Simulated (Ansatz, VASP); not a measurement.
## One calculation of MnPdBrF2, two programs

```
Mn Pd Br F
1.0
     4.13190    0.00000    0.00000
     0.00000    4.13190    0.00000
     0.00000    0.00000    4.13190
Mn Pd Br F
1 1 1 2
Direct
  0.50000 0.50000 0.50000
  0.00000 0.00000 0.00000
  0.00000 0.00000 0.50000
  0.50000 0.00000 0.00000
  0.00000 0.50000 0.00000
```

Alike in both runs: task relaxation of cell and atoms; functional PBE; k mesh 4 × 4 × 4; occupations gaussian, width 0.1 eV; collinear spin.

|  | VASP | Ansatz |
| --- | --- | --- |
| version | VASP 6.6.1 | Ansatz 0.2.0 |
| potentials or method | VASP PAW PBE potentials, release 64 (Mn_pv, Pd, Br, F), cutoff 600 eV | scalar-relativistic, plane waves, PAW |
| valence electrons in the cell | 44 | 54 |

Ansatz gave:

```
gap on the k mesh at the Fermi level, each at its own relaxed structure (eV)  : none
net moment per atom (μB)                                                      : 0.93
size of the moment on the site where the two differ most (μB)                 : 4.40
relaxed volume (Å³/atom)                                                      : 19.22
relaxed length of the cell vector where the two differ most in proportion (Å) : 5.640
```

**Question.** Estimate VASP's values.

**Answer.** gap on the k mesh at the Fermi level, each at its own relaxed structure (eV): none; net moment per atom (μB): 0.93; size of the moment on the site where the two differ most (μB): 4.33; relaxed volume (Å³/atom): 18.35; relaxed length of the cell vector where the two differ most in proportion (Å): 5.225.

Site moments also hang on the region over which each program counts them. A gap of «none» marks a metal or a gap that the smearing closes. One of these differences is far larger than is usual between the two programs; its cause wasn't traced. VASP's potentials hold 44 valence electrons a cell and Ansatz's 54, so a difference there can come from the potentials and not from the codes.

The k mesh is coarse, so the values compare programs but aren't converged. Noted on VASP's run: the volume moved by over 15 % at a fixed basis, so the end points are rough.
